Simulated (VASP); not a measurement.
# SnO2 in VASP: a series of runs

SnO2 is run at these levels: PBE; tasks: single point.

Program: VASP 6.6.1. These are calculated values, not measurements. Logs are shortened: lines on timing, memory, paths and dates and some standing lists are left out, and cuts for length are marked.

### Step 1. The cell of the first run

The typed cell holds 6 atoms: a = 4.777 Å, b = 4.777 Å, c = 3.306 Å, α = 90.00°, β = 90.00°, γ = 90.00°.

### Step 2. Single point, PBE

File INCAR:

```
SYSTEM = SnO2
  PREC = Accurate
  ENCUT = 520
  EDIFF = 1E-6
  ISMEAR = 0
  SIGMA = 0.05
  LREAL = .FALSE.
  LASPH = .TRUE.
  NELM = 80
  ALGO = Normal
  ISIF = 2
  LWAVE = .FALSE.
  LCHARG = .TRUE.
  GGA = PE
  LELF = .TRUE.
  LVHAR = .TRUE.
  NBANDS = 35
```

File KPOINTS:

```
regular mesh
0
G
  6 6 8
  0 0 0
```

File POSCAR:

```
SnO2
1.0
    4.7774634334      0.0000000000      0.0000000000
    0.0000000000      4.7774769549      0.0000000000
    0.0000000000      0.0000000000      3.3064824423
Sn O
2 4
Direct
    0.5000000000      0.5000000000      0.5000000000
    0.0000000000      0.0000000000      0.0000000000
    0.3358655675      0.3359234599      0.0000000000
    0.8358655675      0.1640765401      0.5000000000
    0.1641344325      0.8359234599      0.5000000000
    0.6641344325      0.6640765401      0.0000000000
```

Potentials or basis: VASP PAW PBE potentials, release 64 (Sn_d, O).

Launch:

```sh
cat potpaw_PBE.64/Sn_d/POTCAR potpaw_PBE.64/O/POTCAR > POTCAR
mpirun -np 1 vasp_std > vasp.out
```

OUTCAR:

```text
SYSTEM = SnO2
   PREC = Accurate
   ENCUT = 520
   EDIFF = 1E-6
   ISMEAR = 0
   LREAL = .FALSE.
   LASPH = .TRUE.
   NELM = 80
   ISIF = 2
   GGA = PE

 ion  position               nearest neighbor table
   1  0.500  0.500  0.500-   3 1.99   6 1.99   3 1.99   6 1.99   5 2.27   4 2.27
   2  0.000  0.000  0.000-   4 1.99   5 1.99   4 1.99   5 1.99   3 2.27   6 2.27
   3  0.336  0.336  0.000-   1 1.99   1 1.99   2 2.27
   4  0.836  0.164  0.500-   2 1.99   2 1.99   1 2.27
   5  0.164  0.836  0.500-   2 1.99   2 1.99   1 2.27
   6  0.664  0.664  0.000-   1 1.99   1 1.99   2 2.27

  LATTYP: Found a simple tetragonal cell.
 ALAT       =     4.7774634334
 C/A-ratio  =     0.6921000000

  Lattice vectors:

 A1 = (   4.7774634334,   0.0000000000,   0.0000000000)
 A2 = (   0.0000000000,   4.7774769549,   0.0000000000)
 A3 = (   0.0000000000,   0.0000000000,   3.3064824423)

Analysis of symmetry for initial positions (statically):
=====================================================================
 Subroutine PRICEL returns:
 Original cell was already a primitive cell.

 Routine SETGRP: Setting up the symmetry group for a
 simple tetragonal supercell.

 Subroutine GETGRP returns: Found  8 space group operations
 (whereof  4 operations were pure point group operations)
 out of a pool of 16 trial point group operations.

The static configuration has the point symmetry C_2h.
 The point group associated with its full space group is D_2h.

Analysis of symmetry for dynamics (positions and initial velocities):
=====================================================================
 Subroutine PRICEL returns:
 Original cell was already a primitive cell.

 Routine SETGRP: Setting up the symmetry group for a
 simple tetragonal supercell.

 Subroutine GETGRP returns: Found  8 space group operations
 (whereof  4 operations were pure point group operations)
 out of a pool of 16 trial point group operations.

The dynamic configuration has the point symmetry C_2h.
 The point group associated with its full space group is D_2h.

 Subroutine INISYM returns: Found  8 space group operations
 (whereof  4 operations are pure point group operations),
 and found     1 'primitive' translations

----------------------------------------------------------------------------------------

                                     Primitive cell
[... 87 lines left out ...]
   NGX,Y,Z   is equivalent  to a cutoff of  12.53, 12.53, 14.08 a.u.
   NGXF,Y,Z  is equivalent  to a cutoff of  25.05, 25.05, 28.16 a.u.
 SYSTEM =  SnO2
   PREC   = accura    normal or accurate (medium, high low for compatibility)
   ISTART =      0    job   : 0-new  1-cont  2-samecut
   ICHARG =      2    charge: 1-file 2-atom 10-const
   ISPIN  =      1    spin polarized calculation?
   LNONCOLLINEAR =      F non collinear calculations
   LSORBIT =      F    spin-orbit coupling
   LASPH  =      T    aspherical Exc in radial PAW
   ENCUT  =  520.0 eV  38.22 Ry    6.18 a.u.   8.88  8.88  6.15*2*pi/ulx,y,z
   NELM   =     80;   NELMIN=  2; NELMDL= -5     # of ELM steps
   EDIFF  = 0.1E-05   stopping-criterion for ELM
   LREAL  =      F    real-space projection
[... 7 lines left out ...]
   TEBEG  =    0.0;   TEEND  =   0.0 temperature during run
   PSTRESS=    0.0 pullay stress
   NELECT =      52.0000    total number of electrons
   NUPDOWN=      -1.0000    fix difference up-down
   EMIN   =  10.00;   EMAX   =-10.00  energy-range for DOS
   EFERMI =   0.00;   METHOD = LEGACY
   ISMEAR =     0;   SIGMA  =   0.05  broadening in eV -4-tet -1-fermi 0-gaus
   EFERMI_NEDOS =   21; number of points for ismear=-14 and -15
   IALGO  =     38    algorithm
   IMIX   =      4    mixing-type and parameters
     AMIX     =   0.40;   BMIX     =  1.00
     AMIX_MAG =   1.60;   BMIX_MAG =  1.00
  volume/ion in A,a.u.               =      12.58        84.88
  Fermi-wavevector in a.u.,A,eV,Ry     =   1.445956  2.732461 28.446926  2.090790
  Thomas-Fermi vector in A             =   2.564080
   LORBIT       =      0    0 simple, 1 ext, 2 COOP (PROOUT), +10 PAW based schemes
   GGA     = PE    functional components
   LHFCALC =     F    Hartree Fock is set to
   AEXX    =    0.0000 exact exchange contribution
   IVDW    =     0    specifies the selected vdW correction
   LEPSILON=     F    determine dielectric tensor
   LRPA    =     F    only Hartree local field effects (RPA)
 non-spin polarized calculation
 Gauss-broadening in eV      SIGMA  =   0.05
  energy-cutoff  :      520.00
  volume of cell :       75.47
 maximum number of plane-waves:      2064
   NGX = 17   NGY = 17   NGZ = 13

 number of electron      52.0000010 magnetization

 Free energy of the ion-electron system (eV)
  ---------------------------------------------------
  ext. energy  EPLUGINS =         0.00000000
  ---------------------------------------------------
  free energy    TOTEN  =       -35.46739516 eV

  energy without entropy =      -35.46739516  energy(sigma->0) =      -35.46739516

 E-fermi :   5.8200     XC(G=0): -10.9284

 val. band max:        5.5380675233   @ k =   0.0000   0.0000   0.0000
 cond. band min:       6.3958199104   @ k =   0.0000   0.0000   0.0000
 fundamental gap:      0.8577523871
 Fermi energy:         5.8200329648

 k-point     1 :       0.0000    0.0000    0.0000
  band No.  band energies     occupation
      1     -15.6482      2.00000
      2     -15.3066      2.00000
      3     -14.6080      2.00000
      4     -14.6080      2.00000
      5     -14.5558      2.00000
      6     -14.4935      2.00000
[... 901 lines left out ...]
     34      16.9006      0.00000
     35      18.2939      0.00000

 [... further k-points ...]
[... 5 lines left out ...]
  --------------------------------------------------------------------------------------
  -------------------------------------------------------------------------------------
  Total        5.6362717      5.6290470      6.8541586      0.0000000      0.0000000      0.0000000
  in kB      119.6576053    119.5042269    145.5132483      0.0000000      0.0000000      0.0000000
  external PRESSURE =     128.2250268 kB  Pullay stress =       0.0000000 kB

 VOLUME and BASIS-vectors are now :
 -----------------------------------------------------------------------------
  energy-cutoff  :      520.00
  volume of cell :       75.47
      direct lattice vectors                 reciprocal lattice vectors
     4.777463433  0.000000000  0.000000000     0.209316097  0.000000000  0.000000000
     0.000000000  4.777476955  0.000000000     0.000000000  0.209315505  0.000000000
     0.000000000  0.000000000  3.306482442     0.000000000  0.000000000  0.302436204

 POSITION                                       TOTAL-FORCE (eV/Angst)
 -----------------------------------------------------------------------------------
      2.38873      2.38874      1.65324         0.000000      0.000000      0.000000
      0.00000      0.00000      0.00000         0.000000      0.000000      0.000000
      1.60459      1.60487      0.00000        -3.561914     -3.561322     -0.000000
      3.99332      0.78387      1.65324        -3.561914      3.561322     -0.000000
      0.78415      3.99361      1.65324         3.561914     -3.561322      0.000000
      3.17288      3.17261      0.00000         3.561914      3.561322      0.000000
 -----------------------------------------------------------------------------------
    total drift:                                0.000000      0.000000     -0.000000

  FREE ENERGIE OF THE ION-ELECTRON SYSTEM (eV)
  ---------------------------------------------------
  free  energy   TOTEN  =       -35.4673951593 eV

  energy  without entropy=      -35.4673951593  energy(sigma->0) =      -35.46739516
```

OSZICAR:

```text
N       E                     dE             d eps       ncg     rms          rms(c)
DAV:   1     0.636703318693E+03    0.63670E+03   -0.25604E+04  6143   0.229E+03
DAV:   2     0.587905871610E+02   -0.57791E+03   -0.54383E+03  6011   0.599E+02
DAV:   3    -0.373078698076E+02   -0.96098E+02   -0.94279E+02  6134   0.208E+02
DAV:   4    -0.422175199794E+02   -0.49097E+01   -0.48752E+01  6987   0.505E+01
DAV:   5    -0.423428764538E+02   -0.12536E+00   -0.12523E+00  6757   0.853E+00    0.167E+01
DAV:   6    -0.353864260843E+02    0.69565E+01   -0.20957E+01  8741   0.670E+01    0.625E+00
DAV:   7    -0.355043691131E+02   -0.11794E+00   -0.22218E+00  5957   0.853E+00    0.334E+00
DAV:   8    -0.354761871934E+02    0.28182E-01   -0.22781E-01  8021   0.464E+00    0.769E-01
DAV:   9    -0.354663376695E+02    0.98495E-02   -0.46791E-02  8999   0.330E+00    0.138E-01
DAV:  10    -0.354672441087E+02   -0.90644E-03   -0.49626E-03  6320   0.564E-01    0.554E-02
DAV:  11    -0.354673920819E+02   -0.14797E-03   -0.26842E-04  7892   0.147E-01    0.265E-02
DAV:  12    -0.354673964464E+02   -0.43645E-05   -0.20054E-05  7208   0.384E-02    0.133E-02
DAV:  13    -0.354673954346E+02    0.10118E-05   -0.64816E-06  6147   0.343E-02    0.165E-03
DAV:  14    -0.354673951593E+02    0.27535E-06   -0.12179E-06  3820   0.773E-03
   1 F= -.35467395E+02 E0= -.35467395E+02  d E =-.151236E-17
```

stdout:

```text
POSCAR found type information on POSCAR SnO
 POSCAR found :  2 types and       6 ions
 scaLAPACK will be used
 LDA part: xc-table for (Slater+PW92), standard interpolation
 POSCAR, INCAR and KPOINTS ok, starting setup
 FFT: planning ... GRIDC
 FFT: planning ... GRID_SOFT
 FFT: planning ... GRID
 WAVECAR not read
 entering main loop
```

Run time: 85 s. Hardware: 1 thread of AMD EPYC 9R45 (Zen 5), shared host; peak memory 0.27 GiB.

Results:

```yaml
Free_energy: -35.4674 eV
Pressure: 12.8 GPa
Largest_force: 5.037 eV/Å
Band_gap_on_the_k_mesh: 0.86 eV
```

Forces in eV/Å, atoms in the order of the input:
```
Sn   0.000  0.000  0.000
Sn   0.000  0.000  0.000
O   -3.562 -3.561  0.000
O   -3.562  3.561  0.000
O    3.562 -3.561  0.000
O    3.562  3.561  0.000
```

Caveat: the cell stands under pressure; spin-orbit coupling is left out, which moves the levels of the heavy elements; forces of over 1 eV/Å act on the atoms, so gaps and moduli don't describe the material at rest.

(Continued in part 2 of 2.)
